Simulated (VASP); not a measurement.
**Rh: single point with PBE+D3(BJ)**

The system is Rh.

```
Rh
1.0
     0.00000    1.89669    1.89669
     1.89669    0.00000    1.89669
     1.89669    1.89669    0.00000
Rh
1
Direct
  0.00000 0.00000 0.00000
```

| Quantity | Value |
| --- | --- |
| Program | VASP 6.6.1 |
| Task | single point |
| Functional | PBE |
| Dispersion | D3(BJ) |
| Potentials or basis | VASP PAW PBE potentials, release 64 (Rh_pv) |
| Cutoff | 520 eV |
| k mesh | 18 × 18 × 18 |
| Occupations | gaussian, width 0.1 eV |
| Spin | no spin polarisation |
| Dipole correction | no |
| Further INCAR settings | ALGO = Normal; EDIFF = 1e-07; NBANDS = 14 |

The pressure is 0.1 GPa and the dispersion energy per atom is -0.652 eV.

Levels at points of the mesh, in eV from the Fermi level:
```
           k point  band 3  band 4  band 5  band 6  band 7  band 8  band 9  band 10  band 11  band 12
(0.00, 0.00, 0.00)  -46.40   -8.02   -3.12   -3.12   -3.12   -1.01   -1.01    15.99    20.49    21.49
(0.50, 0.00, 0.00)  -46.51   -6.19   -3.20   -3.20    0.57    0.57    0.72     8.71    15.50    20.49
(0.50, 0.50, 0.00)  -46.68   -6.39   -6.02    0.54    0.99    0.99    3.27    12.37    13.37    13.37
```

It took 26 s on 1 thread of Intel(R) Xeon(R) Platinum 8259CL CPU @ 2.50GHz (Skylake/Cascade Lake), on a shared host, peak memory 0.16 GiB.

Caveat: pairwise dispersion overbinds metals, which lowers pressure and volume.
